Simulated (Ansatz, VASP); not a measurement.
# One calculation of Na, two programs

Contents of INCAR:

```
SYSTEM = Na
ALGO     = Normal         ! electronic algorithm
EDIFF    = 1E-7           ! SCF threshold, eV
ENCUT    = 520            ! plane-wave cutoff, eV
GGA      = RE             ! functional
ISIF     = 2              ! what is computed and relaxed
ISMEAR   = -1             ! smearing method
LASPH    = .TRUE.         ! aspherical terms in the spheres
LCHARG   = .TRUE.         ! write CHGCAR
LELF     = .TRUE.         ! ELF
LREAL    = .FALSE.        ! projectors in reciprocal space
LVHAR    = .TRUE.       
LWAVE    = .FALSE.        ! write WAVECAR
NBANDS   = 10             ! bands
NELM     = 100            ! most SCF steps
PREC     = Accurate       ! precision mode
SIGMA    = 0.1            ! smearing width, eV
```

File KPOINTS:

```
k-points
0
G
  17 17 17
  0 0 0
```

File POSCAR:

```
Na
1.0
   -2.1698414940      2.1698414940      2.1698414940
    2.1698414940     -2.1698414940      2.1698414940
    2.1698414940      2.1698414940     -2.1698414940
Na
1
Direct
    0.0000000000      0.0000000000      0.0000000000
```

Input for Ansatz:

```yaml
crystal:
  lattice:
    - [-2.169841494, 2.169841494, 2.169841494]
    - [2.169841494, -2.169841494, 2.169841494]
    - [2.169841494, 2.169841494, -2.169841494]
  atoms:
    - { symbol: Na, position: [0.0, 0.0, 0.0] }
hamiltonian:
  xc: revpbe
  pseudopotentials:
    kind: paw
    azcp:
      Na: "pseudopotentials/Na.paw.azcp"
basis:
  ecutwfc: 420
  fft_grid_basis: typed
kpoints:
  mp_grid: { grid: [17, 17, 17], shift: [0, 0, 0] }
magnetization:
  spin_polarized: false
scf:
  occupations: { method: fermi_dirac, width: 0.1 }
output:
  stress: true
```

Alike in both runs: task single point; functional revPBE; k mesh 17 × 17 × 17; occupations fermi-dirac, width 0.1 eV; no spin polarisation.

|  | VASP | Ansatz |
| --- | --- | --- |
| version | VASP 6.6.1 | Ansatz 0.2.0 |
| potentials or method | VASP PAW PBE potentials, release 64 (Na_pv), cutoff 520 eV | plane waves (420 eV) with PAW, scalar-relativistic |
| valence electrons in the cell | 7 | 9 |

```csv
,VASP,Ansatz,Ansatz less VASP
pressure (GPa),-0.2,-0.2,+0.01
```

VASP's potentials were made for PBE, not for revPBE. VASP's potentials hold 7 valence electrons a cell and Ansatz's 9, so a difference there can come from the potentials and not from the codes.
